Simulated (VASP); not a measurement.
Set up this calculation in VASP 6.6.1, as the native input.

```
Task                   : single point
Functional             : PBE
Potentials or basis    : VASP PAW PBE potentials, release 64 (Sb, As, Se)
Cutoff                 : 520 eV
k mesh                 : 5 × 5 × 5
Occupations            : fermi-dirac, width 0.1 eV
Spin                   : no spin polarisation
Dipole correction      : no
Further INCAR settings : ALGO = Normal; EDIFF = 1e-07; NBANDS = 38
```

The structure of Sb2AsSe2 lies in POSCAR:

```
Sb2AsSe2
1.0
    0.0000000000      4.0706170000      0.0000000000
    5.5265380000     -2.0353080000      0.0000000000
   -0.0484900000      2.0353080000    -11.6151280000
Sb As Se
4 2 4
Direct
    0.9548000000      0.7341000000      0.8245000000
    0.0452000000      0.2659000000      0.1755000000
    0.8119000000      0.2259000000      0.6021000000
    0.1881000000      0.7741000000      0.3979000000
    0.3942000000      0.7728000000      0.9844000000
    0.6058000000      0.2272000000      0.0156000000
    0.2114000000      0.1852000000      0.7624000000
    0.7886000000      0.8148000000      0.2376000000
    0.5937000000      0.7790000000      0.5916000000
    0.4063000000      0.2210000000      0.4084000000
```

One way to write it, as run:

INCAR

```
SYSTEM = Sb2AsSe2
PREC = Accurate
ENCUT = 520
EDIFF = 1E-7
ISMEAR = -1
SIGMA = 0.1
LREAL = .False.
LASPH = .True.
NELM = 80
ALGO = Normal
ISIF = 2
LWAVE = .False.
LCHARG = .True.
GGA = PE
LELF = .True.
LVHAR = .True.
NBANDS = 38
```

KPOINTS

```
Automatic mesh
0
Gamma
  5 5 5
  0 0 0
```

Potentials or basis: VASP PAW PBE potentials, release 64 (Sb, As, Se).

Run with:

```sh
$ cat potpaw_PBE.64/Sb/POTCAR potpaw_PBE.64/As/POTCAR potpaw_PBE.64/Se/POTCAR > POTCAR
$ mpirun -np 1 vasp_std > vasp.out
```

Results of the run:

```json
{
  "Pressure": "3.3 GPa",
  "Largest force": "1.441 eV/Å",
  "Band gap on the k mesh": "0.39 eV (least direct gap 0.45 eV)"
}
```

Caveat: the cell stands under pressure; semilocal functionals underestimate gaps, and a narrow one can read as zero; spin-orbit coupling is left out, which moves the levels of the heavy elements; forces of over 1 eV/Å act on the atoms, so gaps and moduli don't describe the material at rest.

Run time: 11 min on 1 thread of Oxide Virtual Turin-like Processor, on a shared host, peak memory 0.53 GiB.
